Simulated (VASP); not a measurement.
# Ti8Al8H (a cell with a defect) in VASP: single point with PBE

Aim: the single point of Ti8Al8H (a cell with a defect) with PBE.

Everything below comes from runs of VASP 6.6.1. Logs are shortened: lines on timing, memory, paths and dates and some standing lists are left out, and cuts for length are marked.

**1. The cell of the first run**

The cell holds a defect, 17 atoms: a = 6.963 Å, b = 6.963 Å, c = 6.963 Å, α = 108.29°, β = 110.06°, γ = 110.06°.

**2. Single point, PBE**

Contents of INCAR:

```
SYSTEM = Ti8Al8H
  PREC = Accurate
  ENCUT = 520
  EDIFF = 1E-7
  ISMEAR = 0
  SIGMA = 0.1
  LREAL = Auto
  LASPH = .True.
  NELM = 60
  ALGO = Normal
  ISIF = 2
  LWAVE = .False.
  LCHARG = .True.
  GGA = PE
  LELF = .True.
  LVHAR = .True.
  NBANDS = 74
```

Contents of KPOINTS:

```
Automatic mesh
0
Gamma
  4 4 4
  0.5 0.5 0.5
```

Contents of POSCAR:

```
Ti8Al8H
1.0
    5.6432814777      0.0000000000      4.0782742132
    0.0000000000     -5.6432814777     -4.0782742132
    0.0000000000      5.6432814777     -4.0782742132
Ti Al H
8 8 1
Direct
    0.2516571264      0.5087940334      0.2553558511
    0.2516564176      0.2553571935      0.5087927178
    0.2482585718      0.7504144666      0.0018661235
    0.2482599894      0.0018695985      0.7504151064
    0.7472857799      0.2524568152      0.0031857119
    0.7446679767      0.5010297145      0.7573447691
    0.7472852482      0.0031856985      0.2524555613
    0.7446695715      0.7573433391      0.5010288161
    0.5010992294      0.7554269925      0.7554255749
    0.4989292154      0.5032885584      0.0060565824
    0.4989293926      0.0060573118      0.5032875158
    0.4946956857      0.2504027435      0.2504023891
    0.0048764181      0.4894053490      0.4894041086
   -0.0016882022      0.7546666371      0.2535583703
   -0.0016890882      0.2535580571      0.7546650834
    0.0006777971      0.0075123512      0.0075114651
   -0.1044489810      0.6320110168      0.6320129660
```

Potentials or basis: VASP PAW PBE potentials, release 64 (Ti_sv, Al, H).

Run with:

```console
> cat potpaw_PBE.64/Ti_sv/POTCAR potpaw_PBE.64/Al/POTCAR potpaw_PBE.64/H/POTCAR > POTCAR
> mpirun -np 1 vasp_std > vasp.out
```

OUTCAR:

```text
SYSTEM = Ti8Al8H
   PREC = Accurate
   ENCUT = 520
   EDIFF = 1E-7
   ISMEAR = 0
   LREAL = Auto
   LASPH = .True.
   NELM = 60
   ISIF = 2
   GGA = PE

 ion  position               nearest neighbor table
   1  0.252  0.509  0.255-  13 2.74   8 2.78   3 2.79  10 2.83  11 2.84   5 2.85  14 2.85   9 2.85
                            15 2.86  16 2.86   2 2.86  12 2.86
   2  0.252  0.255  0.509-  13 2.74   6 2.78   4 2.79  11 2.83  10 2.84   7 2.85  15 2.85   9 2.85
                            14 2.86  16 2.86   1 2.86  12 2.86
   3  0.248  0.750  0.002-   1 2.79   7 2.82  15 2.83   4 2.84  10 2.84   6 2.84   9 2.85  12 2.85
                            11 2.86  14 2.86  16 2.88  13 2.93
   4  0.248  0.002  0.750-   2 2.79   5 2.82  14 2.83   3 2.84  11 2.84   8 2.84   9 2.85  12 2.85
                            10 2.86  15 2.86  16 2.88  13 2.93
   5  0.747  0.252  0.003-  13 2.77   6 2.79   7 2.81   4 2.82   9 2.84  16 2.84   1 2.85  10 2.85
                            15 2.85  12 2.85  11 2.85  14 2.87
   6  0.745  0.501  0.757-  17 1.78   2 2.78   5 2.79  10 2.82  11 2.83  14 2.83   9 2.84   3 2.84
                            15 2.86  16 2.89  12 2.89   8 2.89  13 3.02
   7  0.747  0.003  0.252-  13 2.77   8 2.79   5 2.81   3 2.82   9 2.84  16 2.84   2 2.85  11 2.85
                            14 2.85  12 2.85  10 2.85  15 2.87
   8  0.745  0.757  0.501-  17 1.78   1 2.78   7 2.79  11 2.82  10 2.83  15 2.83   9 2.84   4 2.84
                            14 2.86  16 2.89  12 2.89   6 2.89  13 3.02
   9  0.501  0.755  0.755-  13 2.80  16 2.82   5 2.84   7 2.84  11 2.84  10 2.84   6 2.84   8 2.84
                             3 2.85   4 2.85   1 2.85   2 2.85
  10  0.499  0.503  0.006-  12 2.81  14 2.82   6 2.82  15 2.83   8 2.83   1 2.83   9 2.84   2 2.84
                             3 2.84   5 2.85   7 2.85   4 2.86
  11  0.499  0.006  0.503-  12 2.81  15 2.82   8 2.82  14 2.83   6 2.83   2 2.83   9 2.84   1 2.84
                             4 2.84   7 2.85   5 2.85   3 2.86
  12  0.495  0.250  0.250-  16 2.79  11 2.81  10 2.81   7 2.85   5 2.85   4 2.85   3 2.85   2 2.86
                             1 2.86  13 2.88   8 2.89   6 2.89
  13  0.005  0.489  0.489-  17 1.72   2 2.74   1 2.74   5 2.77   7 2.77   9 2.80  14 2.83  15 2.83
                            12 2.88   3 2.93   4 2.93   8 3.02   6 3.02
  14  0.998  0.755  0.254-  16 2.82  10 2.82  11 2.83   6 2.83  13 2.83   4 2.83   1 2.85   7 2.85
                             2 2.86   8 2.86   3 2.86   5 2.87
  15  0.998  0.254  0.755-  16 2.82  11 2.82  10 2.83   8 2.83  13 2.83   3 2.83   2 2.85   5 2.85
                             1 2.86   6 2.86   4 2.86   7 2.87
  16  0.001  0.008  0.008-  12 2.79  15 2.82  14 2.82   9 2.82   5 2.84   7 2.84   2 2.86   1 2.86
                             4 2.88   3 2.88   6 2.89   8 2.89
  17  0.896  0.632  0.632-  13 1.72   6 1.78   8 1.78

  LATTYP: Found a body centered tetragonal cell.
 ALAT       =     7.9808052021
 C/A-ratio  =     1.0220207385

  Lattice vectors:

 A1 = (   0.0000000000,   5.6432814777,   4.0782742132)
 A2 = (   0.0000000000,  -5.6432814777,   4.0782742132)
 A3 = (   5.6432814777,   0.0000000000,  -4.0782742132)

Analysis of symmetry for initial positions (statically):
=====================================================================
 Subroutine PRICEL returns:
 Original cell was already a primitive cell.

 Routine SETGRP: Setting up the symmetry group for a
 body centered tetragonal supercell.

 Subroutine GETGRP returns: Found  2 space group operations
 (whereof  2 operations were pure point group operations)
 out of a pool of 16 trial point group operations.

The static configuration has the point symmetry C_1h.

Analysis of symmetry for dynamics (positions and initial velocities):
=====================================================================
 Subroutine PRICEL returns:
 Original cell was already a primitive cell.

 Routine SETGRP: Setting up the symmetry group for a
 body centered tetragonal supercell.

 Subroutine GETGRP returns: Found  2 space group operations
 (whereof  2 operations were pure point group operations)
 out of a pool of 16 trial point group operations.

The dynamic configuration has the point symmetry C_1h.

 Subroutine INISYM returns: Found  2 space group operations
 (whereof  2 operations are pure point group operations),
 and found     1 'primitive' translations

----------------------------------------------------------------------------------------

                                     Primitive cell

  volume of cell :     259.7585

  direct lattice vectors                    reciprocal lattice vectors
     5.643281478  0.000000000  4.078274213     0.177201865  0.000000000  0.000000000
     0.000000000 -5.643281478 -4.078274213     0.088600932 -0.088600932 -0.122600878
[... 56 lines left out ...]
     0.022150233 -0.022150233 -0.030650220     0.000000000  0.250000000  0.000000000
     0.022150233  0.022150233 -0.030650220     0.000000000  0.000000000  0.250000000

  Length of vectors
     0.044300466  0.043825810  0.043825810

  Shift w.r.t. Gamma in fractional coordinates (k-lattice)
     0.500000000  0.500000000  0.500000000

 Subroutine IBZKPT returns following result:
 ===========================================

 Found     20 irreducible k-points:

 Following reciprocal coordinates:
            Coordinates               Weight
  0.125000  0.125000  0.125000      2.000000
 -0.125000 -0.125000  0.375000      4.000000
 -0.375000  0.125000  0.125000      2.000000
  0.375000  0.125000  0.125000      2.000000
 -0.125000 -0.375000 -0.375000      2.000000
 -0.125000  0.125000  0.125000      2.000000
[... 12 lines left out ...]
 -0.375000  0.375000  0.375000      2.000000
  0.375000 -0.375000  0.375000      4.000000
   k-points           NKPTS =     20   k-points in BZ     NKDIM =     20   number of bands    NBANDS=     74
   number of dos      NEDOS =    301   number of ions     NIONS =     17
   total plane-waves  NPLWV = 157464
   dimension x,y,z NGX =    54 NGY =   54 NGZ =   54
   dimension x,y,z NGXF=   108 NGYF=  108 NGZF=  108
   ions per type =               8   8   1
   NGX,Y,Z   is equivalent  to a cutoff of  12.89, 12.89, 12.89 a.u.
   NGXF,Y,Z  is equivalent  to a cutoff of  25.79, 25.79, 25.79 a.u.
 SYSTEM =  Ti8Al8H
   PREC   = accura    normal or accurate (medium, high low for compatibility)
   ISTART =      0    job   : 0-new  1-cont  2-samecut
   ICHARG =      2    charge: 1-file 2-atom 10-const
   ISPIN  =      1    spin polarized calculation?
   LNONCOLLINEAR =      F non collinear calculations
   LSORBIT =      F    spin-orbit coupling
   LASPH  =      T    aspherical Exc in radial PAW
   ENCUT  =  520.0 eV  38.22 Ry    6.18 a.u.  12.95 12.95 12.95*2*pi/ulx,y,z
   NELM   =     60;   NELMIN=  2; NELMDL= -5     # of ELM steps
   EDIFF  = 0.1E-06   stopping-criterion for ELM
   LREAL  =      T    real-space projection
   EDIFFG = 0.1E-05   stopping-criterion for IOM
   NSW    =      0    number of steps for IOM
   IBRION =     -1    ionic relax: 0-MD 1-quasi-New 2-CG
   NFREE  =      0    steps in history (QN), initial steepest desc. (CG)
   ISIF   =      2    stress and relaxation
   ISYM   =      2    0-nonsym 1-usesym 2-fastsym
   POTIM  = 0.5000    time-step for ionic-motion
   TEBEG  =    0.0;   TEEND  =   0.0 temperature during run
   PSTRESS=    0.0 pullay stress
   NELECT =     121.0000    total number of electrons
   NUPDOWN=      -1.0000    fix difference up-down
   EMIN   =  10.00;   EMAX   =-10.00  energy-range for DOS
   EFERMI =   0.00;   METHOD = LEGACY
   ISMEAR =     0;   SIGMA  =   0.10  broadening in eV -4-tet -1-fermi 0-gaus
   EFERMI_NEDOS =   21; number of points for ismear=-14 and -15
   IALGO  =     38    algorithm
   IMIX   =      4    mixing-type and parameters
     AMIX     =   0.40;   BMIX     =  1.00
     AMIX_MAG =   1.60;   BMIX_MAG =  1.00
  volume/ion in A,a.u.               =      15.28       103.11
  Fermi-wavevector in a.u.,A,eV,Ry     =   1.269054  2.398164 21.912147  1.610497
  Thomas-Fermi vector in A             =   2.402116
   LORBIT       =      0    0 simple, 1 ext, 2 COOP (PROOUT), +10 PAW based schemes
   GGA     = PE    functional components
   LHFCALC =     F    Hartree Fock is set to
   AEXX    =    0.0000 exact exchange contribution
   IVDW    =     0    specifies the selected vdW correction
   LEPSILON=     F    determine dielectric tensor
   LRPA    =     F    only Hartree local field effects (RPA)
 non-spin polarized calculation
 Gauss-broadening in eV      SIGMA  =   0.10
  energy-cutoff  :      520.00
  volume of cell :      259.76
 maximum number of plane-waves:      7015
 NGX is ok and might be reduce to    54
   NGX = 25   NGY = 25   NGZ = 25

 number of electron     121.0000006 magnetization

 Free energy of the ion-electron system (eV)
  ---------------------------------------------------
  ext. energy  EPLUGINS =         0.00000000
  ---------------------------------------------------
  free energy    TOTEN  =      -102.25186448 eV

  energy without entropy =     -102.19857671  energy(sigma->0) =     -102.22522060

 E-fermi :   8.4187     XC(G=0): -11.0724

 val. band max:        8.4126750892   @ k =  -0.3750   0.1250   0.1250
 cond. band min:       8.4288943913   @ k =  -0.1250   0.3750   0.1250
 fundamental gap:      0.0162193021
 Fermi energy:         8.4187267029

 k-point     1 :       0.1250    0.1250    0.1250
  band No.  band energies     occupation
      1     -48.2199      2.00000
      2     -48.1928      2.00000
      3     -48.1816      2.00000
      4     -48.1636      2.00000
      5     -48.1555      2.00000
      6     -48.1371      2.00000
[... 1489 lines left out ...]
     71       9.8689      0.00000
     72       9.9743      0.00000
 [bands above 72 left out]

------------------------ aborting loop because EDIFF is reached ----------------------------------------

  FORCE on cell =-STRESS in cart. coord.  units (eV):
  Direction    XX          YY          ZZ          XY          YZ          ZX
  --------------------------------------------------------------------------------------
  -------------------------------------------------------------------------------------
  Total        1.4513530      2.4683088      2.6058597      0.0000000      0.0000000      0.5150310
  in kB        8.9518705     15.2244017     16.0728085      0.0000000      0.0000000      3.1766845
  external PRESSURE =      13.4163602 kB  Pullay stress =       0.0000000 kB

 VOLUME and BASIS-vectors are now :
 -----------------------------------------------------------------------------
  energy-cutoff  :      520.00
  volume of cell :      259.76
      direct lattice vectors                 reciprocal lattice vectors
     5.643281478  0.000000000  4.078274213     0.177201865  0.000000000  0.000000000
     0.000000000 -5.643281478 -4.078274213     0.088600932 -0.088600932 -0.122600878
     0.000000000  5.643281478 -4.078274213     0.088600932  0.088600932 -0.122600878

 POSITION                                       TOTAL-FORCE (eV/Angst)
 -----------------------------------------------------------------------------------
      1.42017     -1.43022     -2.09009        -0.017539      0.000776      0.007939
      1.42017      1.43021     -2.09009        -0.017539     -0.000776      0.007939
      1.40099     -4.22427     -2.05554        -0.031294     -0.005903      0.028755
      1.40100      4.22425     -2.05555        -0.031294      0.005903      0.028755
      4.21714     -1.40671      2.00506        -0.030312     -0.000717      0.003506
      4.20237      1.44646     -2.09504        -0.039513     -0.005051      0.024214
[... 9 lines left out ...]
      0.00382     -0.00001     -0.05851        -0.017672     -0.000000     -0.003485
      5.05385      0.00001     -1.50273         0.480260     -0.000000     -0.302473
 -----------------------------------------------------------------------------------
    total drift:                                0.023461      0.064015     -0.001088

  FREE ENERGIE OF THE ION-ELECTRON SYSTEM (eV)
  ---------------------------------------------------
  free  energy   TOTEN  =      -102.2518644841 eV

  energy  without entropy=     -102.1985767129  energy(sigma->0) =     -102.22522060
```

Wall time 9.7 min (1 thread of Intel Xeon 6975P-C (Granite Rapids), shared host); peak memory 0.52 GiB.

Results:

```yaml
Free_energy: -102.2519 eV
Pressure: 1.3 GPa
Largest_force: 0.568 eV/Å
Band_gap_on_the_k_mesh: zero (an odd number of electrons rules out a gap without spin polarisation)
```

Forces on the atoms (eV/Å):
```
Ti  -0.018  0.001  0.008
Ti  -0.018 -0.001  0.008
Ti  -0.031 -0.006  0.029
Ti  -0.031  0.006  0.029
Ti  -0.030 -0.001  0.004
Ti  -0.040 -0.005  0.024
Ti  -0.030  0.001  0.004
Ti  -0.040  0.005  0.024
Al  -0.028  0.000  0.019
Al  -0.027  0.000  0.022
Al  -0.027  0.000  0.022
Al  -0.015  0.000  0.016
Al  -0.077  0.000  0.052
Al  -0.025 -0.013  0.023
Al  -0.025  0.013  0.023
Al  -0.018  0.000 -0.003
H    0.480  0.000 -0.302
```

Stress tensor (GPa, compression positive):
```
0.90 0.00 0.32
0.00 1.52 0.00
0.32 0.00 1.61
```
